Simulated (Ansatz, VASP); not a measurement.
# Ta2C in VASP and in Ansatz

```xyz
3
Lattice="3.0024 0.0000 0.0000 -1.5012 2.6002 0.0000 0.0000 0.0000 4.7734" Properties=species:S:1:pos:R:3 pbc="T T T"
Ta    0.0000    1.7335    1.2293
Ta    1.5012    0.8667    3.5442
C     0.0000    0.0000    0.0000
```

Change from the starting cell: equal strain along all axes, cell held, atoms relaxed: -3.0 %.

Alike in both runs: functional PBEsol; k mesh 18 × 18 × 10; occupations gaussian, width 0.1 eV; no spin polarisation.

Ansatz relaxed the structure, and its values are those at the end. VASP's run is a single point on that final structure, the one shown.

|  | VASP | Ansatz |
| --- | --- | --- |
| version | VASP 6.6.1 | Ansatz 0.2.0 |
| potentials or method | VASP PAW PBE potentials, release 64 (Ta_sv_GW, C), cutoff 700 eV | scalar-relativistic, plane waves, PAW |
| valence electrons in the cell | 30 | 30 |

```tsv
	VASP	Ansatz	Ansatz less VASP
gap on the k mesh at the Fermi level (eV)	none	none	-
pressure (GPa)	30.2	30.1	-0.10
rms of the force components (eV/Å)	0.026	0.001	-0.0254
```

VASP's potentials were made for PBE, not for PBEsol. A gap of «none» marks a metal or a gap that the smearing closes. Both programs put the cell under a high pressure, so it lies far from rest at this level. The functional is the same, so the differences come from potentials, cutoffs and numerics. Ansatz's warnings: stress scf threshold loose.

Neither program's run includes spin-orbit coupling.
